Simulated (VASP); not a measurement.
## GaN: single point with PBE

GaN:

```
Ga N
1.0
     3.18000    0.00000    0.00000
    -1.59000    2.75396    0.00000
     0.00000    0.00000    5.16600
Ga N
2 2
Direct
  0.33333 0.66667 0.96516
  0.66667 0.33333 0.50000
  0.33333 0.66667 0.37500
  0.66667 0.33333 0.87500
```

This cell differs from its parent crystal: atom 1 (Ga) moved -0.180 Å towards its neighbour atom 3 (N) at 1.937 Å.

- Program: VASP 6.6.1
- Task: single point
- Functional: PBE
- Potentials or basis: VASP PAW PBE potentials, release 64 (Ga_d, N)
- Cutoff: 520 eV
- k mesh: 12 × 12 × 6
- Occupations: gaussian, width 0.05 eV
- Spin: no spin polarisation
- Dipole correction: no
- Further INCAR settings: ALGO = Normal; EDIFF = 1e-06; NBANDS = 26

```
Pressure               : 8.9 GPa
Largest force          : 2.600 eV/Å
Band gap on the k mesh : 1.76 eV
```

Forces in eV/Å, atoms in the order of the input:
```
Ga   0.000  0.000  2.600
Ga   0.000  0.000 -1.594
N    0.000  0.000 -0.511
N    0.000  0.000 -0.495
```

Stress tensor (GPa, compression positive):
```
10.90  0.00  0.00
 0.00 10.90  0.00
 0.00  0.00  5.04
```

Levels at points of the mesh, in eV from the valence-band top:
```csv
k point,band 14,band 15,band 16,band 17,band 18,band 19,band 20,band 21,band 22,band 23
"(0.00, 0.00, 0.00)",-1.46,-1.46,-0.03,0.00,0.00,1.76,4.08,9.09,9.67,9.67
"(0.50, 0.00, 0.00)",-5.50,-4.16,-3.22,-2.08,-1.17,4.65,5.61,6.04,8.50,9.98
"(0.00, 0.00, 0.50)",-3.40,-1.29,-1.29,-0.19,-0.19,3.78,4.47,7.92,8.69,9.88
"(0.50, 0.00, 0.50)",-6.43,-2.87,-2.17,-1.63,-1.53,4.24,4.32,7.34,7.66,9.65
```

Wall time 53 s on 1 thread of Intel(R) Xeon(R) Platinum 8488C (Sapphire Rapids), on a shared host, peak memory 0.22 GiB.

Caveat: the cell differs from its parent crystal (atom 1 (Ga) moved -0.180 Å towards its neighbour atom 3 (N) at 1.937 Å); the cell stands under pressure; forces of over 1 eV/Å act on the atoms, so gaps and moduli don't describe the material at rest.
